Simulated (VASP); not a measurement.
# HfTa (P6_3mc) in VASP: further runs

HfTa is run at these levels: PBE; tasks: single point, relaxation of cell and atoms.

Everything below comes from runs of VASP 6.6.1. Logs are shortened: lines on timing, memory, paths and dates and some standing lists are left out, and cuts for length are marked.

**1. The cell of the first run**

It takes space group P6_3mc (No. 186, hexagonal). Conventional cell: a = 3.922 Å, b = 3.922 Å, c = 6.281 Å, α = 90.00°, β = 90.00°, γ = 120.00°. Hf (site symmetry 3m) has 4 Ta at 2.38 to 2.40 Å within 3.1 Å. Ta (site symmetry 3m) has 4 Hf at 2.38 to 2.40 Å within 3.1 Å.

**2. Single point, PBE**

File INCAR:

```
SYSTEM = HfTa
ALGO = Normal
EDIFF = 1E-7
ENCUT = 520
GGA = PE
ISIF = 2
ISMEAR = 0
LASPH = .TRUE.
LCHARG = .TRUE.
LELF = .TRUE.
LREAL = .FALSE.
LVHAR = .TRUE.
LWAVE = .FALSE.
NBANDS = 29
NELM = 100
PREC = Accurate
SIGMA = 0.1
```

File KPOINTS:

```
k-points
0
G
  6 6 4
  0 0 0
```

File POSCAR:

```
HfTa
1.0
    3.9218714609      0.0000000000      0.0000000000
   -1.9609357304      3.3964403155      0.0000000000
    0.0000000000      0.0000000000      6.2807418979
Hf Ta
2 2
Direct
    0.3333333333      0.6666666667      0.0000000000
    0.6666666667      0.3333333333      0.5000000000
    0.3333333333      0.6666666667      0.3821000000
    0.6666666667      0.3333333333      0.8821000000
```

Potentials or basis: VASP PAW PBE potentials, release 64 (Hf_pv, Ta_pv).

On the command line:

```
$ cat potpaw_PBE.64/Hf_pv/POTCAR potpaw_PBE.64/Ta_pv/POTCAR > POTCAR
$ mpirun -np 1 vasp_std > vasp.out
```

OUTCAR:

```text
SYSTEM = HfTa
   EDIFF = 1E-7
   ENCUT = 520
   GGA = PE
   ISIF = 2
   ISMEAR = 0
   LASPH = .TRUE.
   LREAL = .FALSE.
   NELM = 100
   PREC = Accurate

 ion  position               nearest neighbor table
   1  0.333  0.667  0.000-   4 2.38   4 2.38   4 2.38   3 2.40   2 3.87   2 3.87   2 3.87   2 3.87
                             2 3.87   2 3.87
   2  0.667  0.333  0.500-   3 2.38   3 2.38   3 2.38   4 2.40   1 3.87   1 3.87   1 3.87   1 3.87
                             1 3.87   1 3.87
   3  0.333  0.667  0.382-   2 2.38   2 2.38   2 2.38   1 2.40
   4  0.667  0.333  0.882-   1 2.38   1 2.38   1 2.38   2 2.40

  LATTYP: Found a hexagonal cell.
 ALAT       =     3.9218714609
 C/A-ratio  =     1.6014655147

  Lattice vectors:

 A1 = (   3.9218714609,   0.0000000000,   0.0000000000)
 A2 = (  -1.9609357304,   3.3964403155,   0.0000000000)
 A3 = (   0.0000000000,   0.0000000000,   6.2807418979)

Analysis of symmetry for initial positions (statically):
=====================================================================
 Subroutine PRICEL returns:
 Original cell was already a primitive cell.

 Routine SETGRP: Setting up the symmetry group for a
 hexagonal supercell.

 Subroutine GETGRP returns: Found 12 space group operations
 (whereof  6 operations were pure point group operations)
 out of a pool of 24 trial point group operations.

The static configuration has the point symmetry C_3v.
 The point group associated with its full space group is C_6v.

Analysis of symmetry for dynamics (positions and initial velocities):
=====================================================================
 Subroutine PRICEL returns:
 Original cell was already a primitive cell.

 Routine SETGRP: Setting up the symmetry group for a
 hexagonal supercell.

 Subroutine GETGRP returns: Found 12 space group operations
 (whereof  6 operations were pure point group operations)
 out of a pool of 24 trial point group operations.

The dynamic configuration has the point symmetry C_3v.
 The point group associated with its full space group is C_6v.

 Subroutine INISYM returns: Found 12 space group operations
 (whereof  6 operations are pure point group operations),
 and found     1 'primitive' translations

----------------------------------------------------------------------------------------

                                     Primitive cell
[... 89 lines left out ...]
   ENCUT  =  520.0 eV  38.22 Ry    6.18 a.u.   7.29  7.29 11.68*2*pi/ulx,y,z
   NELM   =    100;   NELMIN=  2; NELMDL= -5     # of ELM steps
   EDIFF  = 0.1E-06   stopping-criterion for ELM
   LREAL  =      F    real-space projection
   EDIFFG = 0.1E-05   stopping-criterion for IOM
   NSW    =      0    number of steps for IOM
   IBRION =     -1    ionic relax: 0-MD 1-quasi-New 2-CG
   NFREE  =      0    steps in history (QN), initial steepest desc. (CG)
   ISIF   =      2    stress and relaxation
   ISYM   =      2    0-nonsym 1-usesym 2-fastsym
   POTIM  = 0.5000    time-step for ionic-motion
   TEBEG  =    0.0;   TEEND  =   0.0 temperature during run
   PSTRESS=    0.0 pullay stress
   NELECT =      42.0000    total number of electrons
   NUPDOWN=      -1.0000    fix difference up-down
   EMIN   =  10.00;   EMAX   =-10.00  energy-range for DOS
   EFERMI =   0.00;   METHOD = LEGACY
   ISMEAR =     0;   SIGMA  =   0.10  broadening in eV -4-tet -1-fermi 0-gaus
   EFERMI_NEDOS =   21; number of points for ismear=-14 and -15
   IALGO  =     38    algorithm
   IMIX   =      4    mixing-type and parameters
     AMIX     =   0.40;   BMIX     =  1.00
     AMIX_MAG =   1.60;   BMIX_MAG =  1.00
  volume/ion in A,a.u.               =      20.92       141.14
  Fermi-wavevector in a.u.,A,eV,Ry     =   1.301113  2.458748 23.033251  1.692896
  Thomas-Fermi vector in A             =   2.432268
   LORBIT       =      0    0 simple, 1 ext, 2 COOP (PROOUT), +10 PAW based schemes
   GGA     = PE    functional components
   LHFCALC =     F    Hartree Fock is set to
   AEXX    =    0.0000 exact exchange contribution
   IVDW    =     0    specifies the selected vdW correction
   LEPSILON=     F    determine dielectric tensor
   LRPA    =     F    only Hartree local field effects (RPA)
 non-spin polarized calculation
 Gauss-broadening in eV      SIGMA  =   0.10
  energy-cutoff  :      520.00
  volume of cell :       83.66
 maximum number of plane-waves:      2297
 NGX is ok and might be reduce to    30
   NGX = 15   NGY = 15   NGZ = 23

 number of electron      41.9999993 magnetization

 Free energy of the ion-electron system (eV)
  ---------------------------------------------------
  ext. energy  EPLUGINS =         0.00000000
  ---------------------------------------------------
  free energy    TOTEN  =       -28.65202618 eV

  energy without entropy =      -28.61029925  energy(sigma->0) =      -28.63116271

 E-fermi :   4.2929     XC(G=0): -11.3461

 val. band max:        4.2856783943   @ k =   0.5000   0.0000   0.2500
 cond. band min:       4.2942827379   @ k =   0.5000   0.0000   0.2500
 fundamental gap:      0.0086043436
 Fermi energy:         4.2928790650

 k-point     1 :       0.0000    0.0000    0.0000
  band No.  band energies     occupation
      1     -29.9341      2.00000
      2     -29.9341      2.00000
      3     -29.8577      2.00000
      4     -29.8327      2.00000
      5     -29.8327      2.00000
      6     -29.8001      2.00000
[... 661 lines left out ...]
     28       7.2223      0.00000
     29       8.7103      0.00000

------------------------ aborting loop because EDIFF is reached ----------------------------------------

  FORCE on cell =-STRESS in cart. coord.  units (eV):
  Direction    XX          YY          ZZ          XY          YZ          ZX
  --------------------------------------------------------------------------------------
  -------------------------------------------------------------------------------------
  Total       22.2135501     22.2135501     18.4918409      0.0000000      0.0000000     -0.0000000
  in kB      425.4027216    425.4027216    354.1297727      0.0000000      0.0000000     -0.0000000
  external PRESSURE =     401.6450719 kB  Pullay stress =       0.0000000 kB

 VOLUME and BASIS-vectors are now :
 -----------------------------------------------------------------------------
  energy-cutoff  :      520.00
  volume of cell :       83.66
      direct lattice vectors                 reciprocal lattice vectors
     3.921871461  0.000000000  0.000000000     0.254980310  0.147212950  0.000000000
    -1.960935730  3.396440316  0.000000000     0.000000000  0.294425901  0.000000000
     0.000000000  0.000000000  6.280741898     0.000000000  0.000000000  0.159216859

 POSITION                                       TOTAL-FORCE (eV/Angst)
 -----------------------------------------------------------------------------------
     -0.00000      2.26429      0.00000         0.000000     -0.000000     -0.965691
      1.96094      1.13215      3.14037        -0.000000      0.000000     -0.965691
     -0.00000      2.26429      2.39987         0.000000      0.000000      0.965691
      1.96094      1.13215      5.54024        -0.000000     -0.000000      0.965691
 -----------------------------------------------------------------------------------
    total drift:                               -0.000000      0.000000     -0.000809

  FREE ENERGIE OF THE ION-ELECTRON SYSTEM (eV)
  ---------------------------------------------------
  free  energy   TOTEN  =       -28.6520261762 eV

  energy  without entropy=      -28.6102992470  energy(sigma->0) =      -28.63116271
```

OSZICAR:

```text
N       E                     dE             d eps       ncg     rms          rms(c)
DAV:   1     0.317595647423E+03    0.31760E+03   -0.23885E+04  1226   0.145E+03
DAV:   2    -0.146205368896E+02   -0.33222E+03   -0.32328E+03  1379   0.400E+02
DAV:   3    -0.287764648906E+02   -0.14156E+02   -0.13550E+02  1616   0.670E+01
DAV:   4    -0.290561987374E+02   -0.27973E+00   -0.27684E+00  1513   0.915E+00
DAV:   5    -0.290616869718E+02   -0.54882E-02   -0.54814E-02  1551   0.115E+00    0.506E+01
DAV:   6    -0.287656121158E+02    0.29607E+00   -0.22894E-01  1399   0.315E+00    0.297E+01
DAV:   7    -0.286549567393E+02    0.11066E+00   -0.18505E-01  1352   0.282E+00    0.116E+00
DAV:   8    -0.286520198777E+02    0.29369E-02   -0.15777E-02  1393   0.717E-01    0.321E-01
DAV:   9    -0.286520276426E+02   -0.77649E-05   -0.15039E-03  1540   0.196E-01    0.960E-02
DAV:  10    -0.286520234119E+02    0.42307E-05   -0.83417E-05  1491   0.567E-02    0.354E-02
DAV:  11    -0.286520261036E+02   -0.26917E-05   -0.86363E-06  1541   0.218E-02    0.354E-03
DAV:  12    -0.286520261762E+02   -0.72598E-07   -0.37611E-07  1429   0.447E-03
   1 F= -.28652026E+02 E0= -.28631163E+02  d E =-.417269E-01
```

stdout:

```text
POSCAR found type information on POSCAR HfTa
 POSCAR found :  2 types and       4 ions
 scaLAPACK will be used
 LDA part: xc-table for (Slater+PW92), standard interpolation
 POSCAR, INCAR and KPOINTS ok, starting setup
 FFT: planning ... GRIDC
 FFT: planning ... GRID_SOFT
 FFT: planning ... GRID
 WAVECAR not read
 entering main loop
```

It used 41 s of CPU time on 1 thread of Intel Xeon 6975P-C (shared host).

Results:

| Quantity | Value |
| --- | --- |
| Free energy | -28.6520 eV |
| Pressure | 40.2 GPa |
| Largest force | 0.966 eV/Å |
| Band gap on the k mesh | zero (band 21 reaches 4.77 eV, above the bottom of band 22 at 3.86 eV) |

Forces in eV/Å, atoms in the order of the input:
```
Hf   0.000  0.000 -0.966
Hf   0.000  0.000 -0.966
Ta   0.000  0.000  0.966
Ta   0.000  0.000  0.966
```

Stress tensor (GPa, compression positive):
```
42.54  0.00  0.00
 0.00 42.54  0.00
 0.00  0.00 35.41
```

Caveat: spin-orbit coupling is left out, which moves the levels of the heavy elements.

**3. Relaxation of cell and atoms, PBE**

File INCAR:

```
PREC = Accurate
ENCUT = 600
EDIFF = 1E-6
ISMEAR = 0
SIGMA = 0.1
LREAL = F
LASPH = T
NELM = 60
ALGO = Normal
ISIF = 3
LWAVE = F
LCHARG = F
GGA = PE
IBRION = 2
NSW = 90
EDIFFG = -0.04
```

File KPOINTS:

```
regular mesh
0
Gamma
  6 6 4
```

POSCAR is that of step 2.

Potentials or basis: VASP PAW PBE potentials, release 64 (Hf_pv, Ta_pv).

On the command line:

```
$ cat potpaw_PBE.64/Hf_pv/POTCAR potpaw_PBE.64/Ta_pv/POTCAR > POTCAR
$ mpirun -np 1 vasp_std > vasp.out
```

OUTCAR:

```text
PREC = Accurate
   ENCUT = 600
   EDIFF = 1E-6
   ISMEAR = 0
   LREAL = F
   LASPH = T
   NELM = 60
   ISIF = 3
   GGA = PE
   IBRION = 2
   NSW = 90
   EDIFFG = -0.04

 ion  position               nearest neighbor table
   1  0.333  0.667  0.000-   4 2.38   4 2.38   4 2.38   3 2.40   2 3.87   2 3.87   2 3.87   2 3.87
                             2 3.87   2 3.87
   2  0.667  0.333  0.500-   3 2.38   3 2.38   3 2.38   4 2.40   1 3.87   1 3.87   1 3.87   1 3.87
                             1 3.87   1 3.87
   3  0.333  0.667  0.382-   2 2.38   2 2.38   2 2.38   1 2.40
   4  0.667  0.333  0.882-   1 2.38   1 2.38   1 2.38   2 2.40

  LATTYP: Found a hexagonal cell.
 ALAT       =     3.9218714609
 C/A-ratio  =     1.6014655147

  Lattice vectors:

 A1 = (   3.9218714609,   0.0000000000,   0.0000000000)
 A2 = (  -1.9609357304,   3.3964403155,   0.0000000000)
 A3 = (   0.0000000000,   0.0000000000,   6.2807418979)

Analysis of symmetry for initial positions (statically):
=====================================================================
 Subroutine PRICEL returns:
 Original cell was already a primitive cell.

 Routine SETGRP: Setting up the symmetry group for a
 hexagonal supercell.

 Subroutine GETGRP returns: Found 12 space group operations
 (whereof  6 operations were pure point group operations)
 out of a pool of 24 trial point group operations.

The static configuration has the point symmetry C_3v.
[... 149 lines left out ...]
  energy-cutoff  :      600.00
  volume of cell :       83.66
 maximum number of plane-waves:      2814
 NGX is ok and might be reduce to    32
   NGX = 15   NGY = 15   NGZ = 25

--------------------------------------- Ionic step        1  -------------------------------------------

 number of electron      41.9999997 magnetization

 Free energy of the ion-electron system (eV)
  ---------------------------------------------------
  ext. energy  EPLUGINS =         0.00000000
  ---------------------------------------------------
  free energy    TOTEN  =       -28.65268087 eV

  energy without entropy =      -28.61095292  energy(sigma->0) =      -28.63181690

 E-fermi :   4.2928     XC(G=0): -11.3461

 val. band max:        4.2856154242   @ k =   0.5000   0.0000   0.2500
 cond. band min:       4.2941726689   @ k =   0.5000   0.0000   0.2500
 fundamental gap:      0.0085572446
 Fermi energy:         4.2927720743
[... 693 lines left out ...]
  FREE ENERGIE OF THE ION-ELECTRON SYSTEM (eV)
  ---------------------------------------------------
  free  energy   TOTEN  =       -32.3911435702 eV

  energy  without entropy=      -32.3436858762  energy(sigma->0) =      -32.36741472

[... ionic steps 4 to 14 ...]

--------------------------------------- Ionic step       15  -------------------------------------------

 number of electron      42.0000008 magnetization

 E-fermi :   2.3721     XC(G=0):  -9.9018
[... 666 lines left out ...]
--------------------------------------- Ionic step       17  -------------------------------------------

 number of electron      42.0000006 magnetization

 Free energy of the ion-electron system (eV)
  ---------------------------------------------------
  ext. energy  EPLUGINS =         0.00000000
  ---------------------------------------------------
  free energy    TOTEN  =       -36.01586613 eV

  energy without entropy =      -35.98556912  energy(sigma->0) =      -36.00071762

 E-fermi :   2.5279     XC(G=0): -10.0236

 val. band max:        2.5032413243   @ k =   0.5000   0.0000   0.5000
 cond. band min:       2.5320269440   @ k =   0.1667  -0.0000   0.0000
 fundamental gap:      0.0287856196
 Fermi energy:         2.5279131536
[... 617 lines left out ...]
  FREE ENERGIE OF THE ION-ELECTRON SYSTEM (eV)
  ---------------------------------------------------
  free  energy   TOTEN  =       -36.0158661258 eV

  energy  without entropy=      -35.9855691196  energy(sigma->0) =      -36.00071762

 reached required accuracy - stopping structural energy minimisation
```

Wall time 11 min (1 thread of Intel Xeon 6975P-C, shared host); peak memory 0.26 GiB.

What came out:

* Free energy: -36.0159 eV
* Relaxed volume: 27.83 Å³/atom
* Relaxed cell: a = 4.867 Å, b = 4.867 Å, c = 5.427 Å, α = 90.00°, β = 90.00°, γ = 120.00°
* Space group after relaxing (to 0.05 Å): P6_3/mmc (No. 194)
* Energy gained by relaxing: 1840.8 meV/atom
* Ionic steps: 17
* Pressure after relaxing: 0.0 GPa
* Largest force after relaxing: 0.005 eV/Å
* Band gap on the k mesh: zero (band 21 reaches 3.00 eV, above the bottom of band 22 at 2.34 eV)

Forces in eV/Å, atoms in the order of the input:
```
Hf   0.000  0.000  0.005
Hf   0.000  0.000  0.005
Ta   0.000  0.000 -0.005
Ta   0.000  0.000 -0.005
```

Step by step:
```
step  energy change (eV)  largest force (eV/Å)  pressure (GPa)  volume (Å³)
   1              0.0000                0.9660           40.17        83.66
   2             -2.3274                0.4569           -9.34       164.52
   3             -3.7385                1.0355           -0.53       123.97
   4             -4.1156                1.3353           -1.31       124.05
   5             -5.6596                2.0049           -4.43       123.09
   6             -4.8121                5.9291            9.53       115.12
   7             -5.9508                3.0639           -3.99       122.02
   8             -7.0605                1.7102           -2.34       119.22
   9             -7.0424                0.6675           -0.76       118.23
  10             -7.0795                1.2585           -1.65       118.76
  11             -7.0635                1.2221           -0.41       117.00
  12             -7.1461                0.1150           -1.21       117.91
  13             -7.2674                0.0727           -1.57       116.69
  14             -7.3404                0.0260           -1.86       114.98
  15             -7.3448                0.0146           -1.87       114.50
  16             -7.3626                0.0010           -0.37       111.91
  17             -7.3632                0.0046           -0.01       111.34
```

Final structure:
```cif
data_structure
_symmetry_space_group_name_H-M 'P 1'
_symmetry_Int_Tables_number 1
_cell_length_a 4.8674
_cell_length_b 4.8674
_cell_length_c 5.4265
_cell_angle_alpha 90.000
_cell_angle_beta 90.000
_cell_angle_gamma 120.000
_cell_volume 111.34
loop_
_atom_site_label
_atom_site_type_symbol
_atom_site_fract_x
_atom_site_fract_y
_atom_site_fract_z
_atom_site_occupancy
Hf1 Hf 0.33333 0.66667 0.94103 1
Hf2 Hf 0.66667 0.33333 0.44103 1
Ta1 Ta 0.33333 0.66667 0.44107 1
Ta2 Ta 0.66667 0.33333 0.94107 1
```

Levels at points of the mesh, in eV from the Fermi level:
```
           k point  band 17  band 18  band 19  band 20  band 21  band 22  band 23  band 24  band 25
(0.00, 0.00, 0.00)    -1.89    -1.61    -0.13    -0.13     0.20     0.20     0.91     0.91     1.10
(0.50, 0.00, 0.00)    -1.80    -1.11    -0.77    -0.52    -0.48    -0.19    -0.18     0.54     1.83
(0.00, 0.00, 0.50)    -0.68    -0.68     0.12     0.12     0.47     0.47     0.47     0.47     1.84
(0.50, 0.00, 0.50)    -1.13    -1.13    -0.97    -0.97    -0.02    -0.02     0.60     0.60     1.78
```

Caveat: the volume moved by over 15 % at a fixed basis, so the end points are rough; spin-orbit coupling is left out, which moves the levels of the heavy elements.
